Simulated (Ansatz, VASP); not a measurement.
# One calculation of Cu, two programs

The input INCAR:

```
ALGO     = Fast           # electronic algorithm
EDIFF    = 1E-7           # SCF threshold, eV
ENCUT    = 520            # plane-wave cutoff, eV
GGA      = PE             # functional
ISIF     = 2              # what is computed and relaxed
ISMEAR   = 0              # smearing method
LASPH    = True           # aspherical terms in the spheres
LCHARG   = False          # write CHGCAR
LREAL    = False          # projectors in reciprocal space
LWAVE    = False          # write WAVECAR
NBANDS   = 18             # bands
NELM     = 60             # most SCF steps
PREC     = Accurate       # precision mode
SIGMA    = 0.1            # smearing width, eV
```

File KPOINTS:

```
k-points
0
Gamma
  14 14 16
```

Contents of POSCAR:

```
Cu
1.0
    3.0100830804      0.0000000000      0.0000000000
    0.0000000000      3.0100830804      0.0000000000
    0.0000000000      0.0000000000      2.8142930120
Cu
2
Direct
    0.0000000000      0.0000000000      0.0000000000
    0.5000000000      0.5000000000      0.5000000000
```

Input for Ansatz:

```yaml
crystal:
  lattice:
    - [3.0100830804, 0.0, 0.0]
    - [0.0, 3.0100830804, 0.0]
    - [0.0, 0.0, 2.814293012]
  atoms:
    - { symbol: Cu, position: [0.0, 0.0, 0.0] }
    - { symbol: Cu, position: [0.5, 0.5, 0.5] }
basis:
  ecutwfc: 420
kpoints:
  mp_grid: { grid: [14, 14, 16] }
hamiltonian:
  xc: pbe
scf:
  occupations: { method: gaussian, width: 0.1 }
output:
  forces: true
  stress: true
  eigenvalues: true
```

Change from the starting cell: equal strain along all axes, cell held, atoms relaxed: +2.0 %.

Alike in both runs: task single point; functional PBE; k mesh 14 × 14 × 16; occupations gaussian, width 0.1 eV; no spin polarisation.

```csv
,VASP,Ansatz
version,VASP 6.6.1,Ansatz 0.2.0
potentials or method,"VASP PAW PBE potentials, release 64 (Cu), cutoff 520 eV","scalar-relativistic, plane waves, PAW"
valence electrons in the cell,22,38
```

|  | VASP | Ansatz | Ansatz less VASP |
| --- | --- | --- | --- |
| gap on the k mesh at the Fermi level (eV) | none | none | - |
| pressure (GPa) | -6.6 | -7.1 | -0.52 |
| traceless stress, the component that is largest in VASP (GPa) | 0.11 | 0.07 | -0.040 |

A gap of «none» marks a metal or a gap that the smearing closes. The functional is the same, so the differences come from potentials, cutoffs and numerics. VASP's potentials hold 22 valence electrons a cell and Ansatz's 38, so a difference there can come from the potentials and not from the codes.
